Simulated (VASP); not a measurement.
# PtSeS4 (I-42m) in VASP: further runs

PtSeS4 is run at these levels: PBE; tasks: relaxation of cell and atoms, single point.

Program: VASP 6.6.1. These are calculated values, not measurements. Logs are shortened: lines on timing, memory, paths and dates and some standing lists are left out, and cuts for length are marked.

### Step 1. The cell of the first run

It takes space group I-42m (No. 121, tetragonal). The conventional cell has a = 5.790 Å, b = 5.790 Å, c = 7.412 Å, α = 90.00°, β = 90.00°, γ = 90.00°. Pt (site symmetry -42m) has 8 S at 2.89 to 3.04 Å and 2 Se at 3.71 Å within 3.8 Å. Within 2.3 Å of Se (site symmetry -42m) lie 4 S at 1.70 Å. Within 2.3 Å of S (site symmetry m) lie 1 Se at 1.70 Å.

The cell was built from a structure type or drawn by symmetry, and may not be a known phase.

### Step 2. Relaxation of cell and atoms, PBE

File INCAR:

```
  PREC = Accurate
  ENCUT = 600
  EDIFF = 1E-6
  ISMEAR = 0
  SIGMA = 0.1
  LREAL = F
  LASPH = T
  NELM = 80
  ALGO = Normal
  ISIF = 3
  LWAVE = F
  LCHARG = F
  GGA = PE
  IBRION = 2
  NSW = 90
  EDIFFG = -0.04
```

File KPOINTS:

```
regular mesh
0
Gamma
  4 4 4
```

File POSCAR:

```
PtSeS4
1.0
   -2.8948071400      2.8948071400      3.7062463900
    2.8948071400     -2.8948071400      3.7062463900
    2.8948071400      2.8948071400     -3.7062463900
Pt Se S
1 1 4
Direct
    0.5000000000      0.5000000000      0.0000000000
    0.0000000000      0.0000000000      0.0000000000
    0.0344968100      0.0344968100      0.3366426200
    0.9655031900      0.3021458100      0.0000000000
    0.3021458100      0.9655031900      0.0000000000
    0.6978541900      0.6978541900      0.6633573800
```

Potentials or basis: VASP PAW PBE potentials, release 64 (Pt, Se, S).

Run with:

```
cat potpaw_PBE.64/Pt/POTCAR potpaw_PBE.64/Se/POTCAR potpaw_PBE.64/S/POTCAR > POTCAR
mpirun -np 1 vasp_std > vasp.out
```

OUTCAR:

```text
PREC = Accurate
   ENCUT = 600
   EDIFF = 1E-6
   ISMEAR = 0
   LREAL = F
   LASPH = T
   NELM = 80
   ISIF = 3
   GGA = PE
   IBRION = 2
   NSW = 90
   EDIFFG = -0.04

 ion  position               nearest neighbor table
   1  0.500  0.500  0.000-   6 2.89   4 2.89   5 2.89   3 2.89   6 3.04   3 3.04   5 3.04   4 3.04

   2  0.000  0.000  0.000-   3 1.70   4 1.70   5 1.70   6 1.70
   3  0.034  0.034  0.337-   2 1.70   6 2.76   5 2.78   4 2.78   1 2.89   1 3.04
   4  0.966  0.302  0.000-   2 1.70   5 2.76   3 2.78   6 2.78   1 2.89   1 3.04
   5  0.302  0.966  0.000-   2 1.70   4 2.76   3 2.78   6 2.78   1 2.89   1 3.04
   6  0.698  0.698  0.663-   2 1.70   3 2.76   5 2.78   4 2.78   1 2.89   1 3.04

  LATTYP: Found a body centered tetragonal cell.
 ALAT       =     5.7896142800
 C/A-ratio  =     1.2803085701

  Lattice vectors:

 A1 = (  -2.8948071400,   2.8948071400,   3.7062463900)
 A2 = (   2.8948071400,  -2.8948071400,   3.7062463900)
 A3 = (   2.8948071400,   2.8948071400,  -3.7062463900)

Analysis of symmetry for initial positions (statically):
=====================================================================
 Subroutine PRICEL returns:
 Original cell was already a primitive cell.

 Routine SETGRP: Setting up the symmetry group for a
 body centered tetragonal supercell.

 Subroutine GETGRP returns: Found  8 space group operations
 (whereof  8 operations were pure point group operations)
 out of a pool of 16 trial point group operations.

The static configuration has the point symmetry D_2d.

Analysis of symmetry for dynamics (positions and initial velocities):
=====================================================================
 Subroutine PRICEL returns:
 Original cell was already a primitive cell.

 Routine SETGRP: Setting up the symmetry group for a
 body centered tetragonal supercell.

 Subroutine GETGRP returns: Found  8 space group operations
 (whereof  8 operations were pure point group operations)
 out of a pool of 16 trial point group operations.

The dynamic configuration has the point symmetry D_2d.

 Subroutine INISYM returns: Found  8 space group operations
 (whereof  8 operations are pure point group operations),
 and found     1 'primitive' translations

----------------------------------------------------------------------------------------

                                     Primitive cell

  volume of cell :     124.2320

  direct lattice vectors                    reciprocal lattice vectors
    -2.894807140  2.894807140  3.706246390     0.000000000  0.172723078  0.134907383
     2.894807140 -2.894807140  3.706246390     0.172723078  0.000000000  0.134907383
     2.894807140  2.894807140 -3.706246390     0.172723078  0.172723078  0.000000000

  length of vectors
     5.522325512  5.522325512  5.522325512     0.219164923  0.219164923  0.244267320

  position of ions in fractional coordinates (direct lattice)
     0.500000000  0.500000000  0.000000000
     0.000000000  0.000000000  0.000000000
     0.034496810  0.034496810  0.336642620
     0.965503190  0.302145810  0.000000000
     0.302145810  0.965503190  0.000000000
     0.697854190  0.697854190  0.663357380

  ion indices of the primitive-cell ions
   primitive index   ion index
                 1           1
                 2           2
                 3           3
                 4           4
                 5           5
                 6           6

----------------------------------------------------------------------------------------

 KPOINTS: regular mesh

Automatic generation of k-mesh.
 Grid dimensions read from file:
 generate k-points for:    4    4    4

 Generating k-lattice:

  Cartesian coordinates                     Fractional coordinates (reciprocal lattice)
     0.000000000  0.043180770  0.033726846     0.250000000  0.000000000 -0.000000000
     0.043180770  0.000000000  0.033726846     0.000000000  0.250000000 -0.000000000
     0.043180770  0.043180770  0.000000000     0.000000000  0.000000000  0.250000000

  Length of vectors
     0.054791231  0.054791231  0.061066830

  Shift w.r.t. Gamma in fractional coordinates (k-lattice)
     0.000000000  0.000000000  0.000000000

 Subroutine IBZKPT returns following result:
 ===========================================

 Found     13 irreducible k-points:

 Following reciprocal coordinates:
            Coordinates               Weight
  0.000000  0.000000  0.000000      1.000000
  0.250000  0.000000  0.000000      8.000000
  0.500000  0.000000  0.000000      4.000000
  0.250000  0.250000  0.000000      8.000000
  0.500000  0.250000  0.000000     16.000000
 -0.250000  0.250000  0.000000      4.000000
  0.500000  0.500000  0.000000      2.000000
  0.250000  0.250000  0.250000      2.000000
 -0.250000  0.250000  0.250000      4.000000
  0.500000  0.500000  0.250000      4.000000
 -0.250000  0.500000  0.250000      8.000000
 -0.250000 -0.250000  0.250000      2.000000
  0.500000  0.500000  0.500000      1.000000
   k-points           NKPTS =     13   k-points in BZ     NKDIM =     13   number of bands    NBANDS=     24
   number of dos      NEDOS =    301   number of ions     NIONS =      6
   total plane-waves  NPLWV = 110592
   dimension x,y,z NGX =    48 NGY =   48 NGZ =   48
   dimension x,y,z NGXF=    96 NGYF=   96 NGZF=   96
   ions per type =               1   1   4
   NGX,Y,Z   is equivalent  to a cutoff of  14.45, 14.45, 14.45 a.u.
   NGXF,Y,Z  is equivalent  to a cutoff of  28.90, 28.90, 28.90 a.u.
 SYSTEM =  unknown system
   PREC   = accura    normal or accurate (medium, high low for compatibility)
   ISTART =      0    job   : 0-new  1-cont  2-samecut
   ICHARG =      2    charge: 1-file 2-atom 10-const
   ISPIN  =      1    spin polarized calculation?
   LNONCOLLINEAR =      F non collinear calculations
   LSORBIT =      F    spin-orbit coupling
   LASPH  =      T    aspherical Exc in radial PAW
   ENCUT  =  600.0 eV  44.10 Ry    6.64 a.u.  11.03 11.03 11.03*2*pi/ulx,y,z
   NELM   =     80;   NELMIN=  2; NELMDL= -5     # of ELM steps
   EDIFF  = 0.1E-05   stopping-criterion for ELM
   LREAL  =      F    real-space projection
   EDIFFG = -.4E-01   stopping-criterion for IOM
   NSW    =     90    number of steps for IOM
   IBRION =      2    ionic relax: 0-MD 1-quasi-New 2-CG
   NFREE  =      1    steps in history (QN), initial steepest desc. (CG)
   ISIF   =      3    stress and relaxation
   ISYM   =      2    0-nonsym 1-usesym 2-fastsym
   POTIM  = 0.5000    time-step for ionic-motion
   TEBEG  =    0.0;   TEEND  =   0.0 temperature during run
   PSTRESS=    0.0 pullay stress
   NELECT =      40.0000    total number of electrons
   NUPDOWN=      -1.0000    fix difference up-down
   EMIN   =  10.00;   EMAX   =-10.00  energy-range for DOS
   EFERMI =   0.00;   METHOD = LEGACY
   ISMEAR =     0;   SIGMA  =   0.10  broadening in eV -4-tet -1-fermi 0-gaus
   EFERMI_NEDOS =   21; number of points for ismear=-14 and -15
   IALGO  =     38    algorithm
   IMIX   =      4    mixing-type and parameters
     AMIX     =   0.40;   BMIX     =  1.00
     AMIX_MAG =   1.60;   BMIX_MAG =  1.00
  volume/ion in A,a.u.               =      20.71       139.73
  Fermi-wavevector in a.u.,A,eV,Ry     =   1.122062  2.120390 17.130059  1.259024
  Thomas-Fermi vector in A             =   2.258720
   LORBIT       =      0    0 simple, 1 ext, 2 COOP (PROOUT), +10 PAW based schemes
   GGA     = PE    functional components
   LHFCALC =     F    Hartree Fock is set to
   AEXX    =    0.0000 exact exchange contribution
   IVDW    =     0    specifies the selected vdW correction
   LEPSILON=     F    determine dielectric tensor
   LRPA    =     F    only Hartree local field effects (RPA)
 conjugate gradient relaxation of ions
 non-spin polarized calculation
 Gauss-broadening in eV      SIGMA  =   0.10
  energy-cutoff  :      600.00
  volume of cell :      124.23
 maximum number of plane-waves:      4168
 NGX is ok and might be reduce to    48
   NGX = 23   NGY = 23   NGZ = 23

--------------------------------------- Ionic step        1  -------------------------------------------

 number of electron      40.0000001 magnetization

 Free energy of the ion-electron system (eV)
  ---------------------------------------------------
  ext. energy  EPLUGINS =         0.00000000
  ---------------------------------------------------
  free energy    TOTEN  =        -4.96078923 eV

  energy without entropy =       -4.92280700  energy(sigma->0) =       -4.94179811

------------------------ aborting loop because EDIFF is reached ----------------------------------------

  FORCE on cell =-STRESS in cart. coord.  units (eV):
  Direction    XX          YY          ZZ          XY          YZ          ZX
  --------------------------------------------------------------------------------------
  -------------------------------------------------------------------------------------
  Total       51.4622606     51.4622606     58.1259378      0.0000000      0.0000000      0.0000000
  in kB      663.6909450    663.6909450    749.6300823      0.0000000      0.0000000      0.0000000
  external PRESSURE =     692.3373241 kB  Pullay stress =       0.0000000 kB
[... 1178 lines left out ...]
     23       6.1326      0.00000
     24       6.1326      0.00000

[... ionic steps 4 to 44 ...]

--------------------------------------- Ionic step       45  -------------------------------------------

 number of electron      40.0000002 magnetization

------------------------ aborting loop because EDIFF is reached ----------------------------------------

  FORCE on cell =-STRESS in cart. coord.  units (eV):
  Direction    XX          YY          ZZ          XY          YZ          ZX
  --------------------------------------------------------------------------------------
  -------------------------------------------------------------------------------------
  Total        0.0148015      0.0148015      0.2759626      0.0000000      0.0000000      0.0000000
  in kB        0.1434003      0.1434003      2.6735832      0.0000000      0.0000000      0.0000000
  external PRESSURE =       0.9867946 kB  Pullay stress =       0.0000000 kB
[... 65 lines left out ...]
  energy  without entropy=      -23.7789782807  energy(sigma->0) =      -23.78721987

--------------------------------------- Ionic step       47  -------------------------------------------

 number of electron      40.0000002 magnetization

 Free energy of the ion-electron system (eV)
  ---------------------------------------------------
  ext. energy  EPLUGINS =         0.00000000
  ---------------------------------------------------
  free energy    TOTEN  =       -23.79724456 eV

  energy without entropy =      -23.78098317  energy(sigma->0) =      -23.78911386

 E-fermi :   2.1156     XC(G=0):  -8.3373

 val. band max:        1.9990072397   @ k =   0.5000   0.2500   0.0000
 cond. band min:       2.1662525671   @ k =   0.5000   0.2500   0.0000
 fundamental gap:      0.1672453274
 Fermi energy:         2.1155518139

 k-point     1 :       0.0000    0.0000    0.0000
  band No.  band energies     occupation
      1     -13.1947      2.00000
      2     -10.4243      2.00000
      3     -10.4243      2.00000
      4     -10.2729      2.00000
      5      -9.4715      2.00000
      6      -3.8828      2.00000
[... 373 lines left out ...]
  FREE ENERGIE OF THE ION-ELECTRON SYSTEM (eV)
  ---------------------------------------------------
  free  energy   TOTEN  =       -23.7972445575 eV

  energy  without entropy=      -23.7809831685  energy(sigma->0) =      -23.78911386

 reached required accuracy - stopping structural energy minimisation
```

It took 33 min on 1 thread of Intel Xeon Platinum 8259CL at 2.50GHz (Skylake/Cascade Lake), shared host; peak memory 0.39 GiB.

Results:

```
Free energy                           : -23.7972 eV
Relaxed volume                        : 27.76 Å³/atom
Relaxed cell                          : a = 6.469 Å, b = 6.469 Å, c = 6.469 Å, α = 127.18°, β = 127.18°, γ = 77.95°
Space group after relaxing (to 0.1 Å) : I-42m (No. 121)
Energy gained by relaxing             : 3139.4 meV/atom
Ionic steps                           : 47
Pressure after relaxing               : 0.1 GPa
Largest force after relaxing          : 0.024 eV/Å
Band gap on the k mesh                : zero (bands 20 and 21 overlap by 0.17 eV)
```

Forces in eV/Å, atoms in the order of the input:
```
Pt   0.000  0.000  0.000
Se   0.000  0.000  0.000
S    0.008  0.008  0.021
S    0.008 -0.008 -0.021
S   -0.008  0.008 -0.021
S   -0.008 -0.008  0.021
```

The path:
| step | energy change (eV) | largest force (eV/Å) | pressure (GPa) | volume (Å³) |
| --- | --- | --- | --- | --- |
| 1 | 0.0000 | 25.5504 | 69.23 | 124.23 |
| 3 | -3.6798 | 0.8681 | -5.91 | 343.94 |
| 5 | -11.5321 | 1.0345 | -12.01 | 208.44 |
| 7 | -16.4570 | 0.9898 | -4.12 | 142.62 |
| 9 | -16.8431 | 1.2608 | -1.84 | 132.89 |
| 11 | -17.3187 | 1.2729 | 6.83 | 113.41 |
| 13 | -17.7381 | 0.7009 | 4.57 | 114.42 |
| 15 | -17.8870 | 0.7872 | -1.43 | 123.63 |
| 17 | -18.0915 | 0.5848 | -0.35 | 124.41 |
| 19 | -18.2792 | 0.3681 | 5.06 | 126.10 |
| 21 | -18.3396 | 0.2031 | 3.18 | 128.18 |
| 23 | -18.4209 | 0.5895 | 1.68 | 137.31 |
| 25 | -18.4771 | 0.5212 | -1.36 | 142.28 |
| 27 | -18.5961 | 0.4481 | -0.82 | 142.71 |
| 29 | -18.6927 | 0.2963 | 0.72 | 144.64 |
| 31 | -18.6701 | 1.1044 | 4.57 | 157.63 |
| 33 | -18.7677 | 0.2479 | 2.24 | 152.24 |
| 35 | -18.8216 | 0.1871 | 0.45 | 163.17 |
| 37 | -18.8233 | 0.2012 | 0.08 | 165.94 |
| 39 | -18.8292 | 0.0907 | -0.23 | 166.26 |
| 41 | -18.8301 | 0.0942 | -0.39 | 166.45 |
| 43 | -18.8333 | 0.0318 | 0.06 | 165.34 |
| 45 | -18.8337 | 0.0277 | 0.10 | 165.37 |
| 47 | -18.8365 | 0.0240 | 0.09 | 166.54 |

Final structure:
```cif
data_structure
_symmetry_space_group_name_H-M 'P 1'
_symmetry_Int_Tables_number 1
_cell_length_a 6.4690
_cell_length_b 6.4690
_cell_length_c 6.4690
_cell_angle_alpha 127.182
_cell_angle_beta 127.182
_cell_angle_gamma 77.955
_cell_volume 166.54
loop_
_atom_site_label
_atom_site_type_symbol
_atom_site_fract_x
_atom_site_fract_y
_atom_site_fract_z
_atom_site_occupancy
Pt1 Pt 0.50000 0.50000 0.00000 1
Se1 Se 0.00000 0.00000 0.00000 1
S1 S 0.15120 0.15120 0.52488 1
S2 S 0.84880 0.37368 0.00000 1
S3 S 0.37368 0.84880 0.00000 1
S4 S 0.62632 0.62632 0.47512 1
```

Levels at points of the mesh, in eV from the Fermi level:
| k point | band 18 | band 19 | band 20 | band 21 | band 22 | band 23 |
| --- | --- | --- | --- | --- | --- | --- |
| (0.00, 0.00, 0.00) | -0.91 | -0.15 | -0.12 | 0.33 | 0.33 | 1.24 |
| (0.50, 0.00, 0.00) | -0.98 | -0.72 | -0.34 | 0.67 | 0.97 | 2.21 |
| (0.50, 0.50, 0.00) | -1.02 | -0.65 | -0.19 | 0.25 | 0.35 | 0.80 |
| (0.50, 0.50, 0.50) | -0.88 | -0.74 | 0.12 | 0.12 | 0.27 | 1.62 |

Caveat: the volume moved by over 15 % at a fixed basis, so the end points are rough; spin-orbit coupling is left out, which moves the levels of the heavy elements.

### Step 3. Single point, PBE

This run uses another cell than the first one, of 30.66 Å³/atom.

File INCAR:

```
ALGO = Normal ; EDIFF = 1E-6
ENCUT = 520 ; GGA = PE
ISIF = 2 ; ISMEAR = 0
LASPH = True ; LCHARG = False
LREAL = False ; LWAVE = False
NBANDS = 29 ; NELM = 60
PREC = Accurate ; SIGMA = 0.1
```

File KPOINTS:

```
k-points
0
Gamma
  10 10 10
```

File POSCAR:

```
PtSeS4
1.0
   -2.8896242667      2.8896242667      5.5070620654
    2.8896242667     -2.8896242667      5.5070620654
    2.8896242667      2.8896242667     -5.5070620654
Pt Se S
1 1 4
Direct
    0.5000000000      0.5000000000      0.0000000000
    0.0000000000      0.0000000000      0.0000000000
    0.1618128964      0.1618128964      0.5217504504
    0.8381871036      0.3599375540      0.0000000000
    0.3599375540      0.8381871036      0.0000000000
    0.6400624460      0.6400624460      0.4782495496
```

Potentials or basis: VASP PAW PBE potentials, release 64 (Pt, Se, S).

Run with:

```
cat potpaw_PBE.64/Pt/POTCAR potpaw_PBE.64/Se/POTCAR potpaw_PBE.64/S/POTCAR > POTCAR
mpirun -np 1 vasp_std > vasp.out
```

Run time: 13 min. Hardware: 1 thread of Intel Xeon Platinum 8259CL at 2.50GHz (Skylake/Cascade Lake), shared host; peak memory 0.75 GiB.

Results (log left out):

| Quantity | Value |
| --- | --- |
| Free energy | -23.8561 eV |
| Pressure | -0.1 GPa |
| Largest force | 0.029 eV/Å |
| Band gap on the k mesh | zero (bands 20 and 21 overlap by 0.05 eV) |

Forces in eV/Å, atoms in the order of the input:
```
Pt   0.000  0.000  0.000
Se   0.000  0.000  0.000
S    0.016  0.016  0.017
S    0.016 -0.016 -0.017
S   -0.016  0.016 -0.017
S   -0.016 -0.016  0.017
```

Levels at points of the mesh, in eV from the Fermi level:
```
           k point  band 16  band 17  band 18  band 19  band 20  band 21  band 22  band 23  band 24  band 25
(0.00, 0.00, 0.00)    -2.25    -1.35    -1.07    -0.42    -0.17     0.19     0.19     1.46     2.62     2.62
(0.50, 0.00, 0.00)    -1.97    -1.27    -1.09    -0.75    -0.41     0.74     0.96     2.13     2.30     2.63
(0.50, 0.50, 0.00)    -1.51    -1.28    -1.07    -0.68    -0.39     0.20     0.24     0.73     2.89     2.95
(0.50, 0.50, 0.50)    -2.08    -1.26    -1.02    -0.79     0.09     0.09     0.19     1.57     2.37     2.37
```

Caveat: spin-orbit coupling is left out, which moves the levels of the heavy elements.
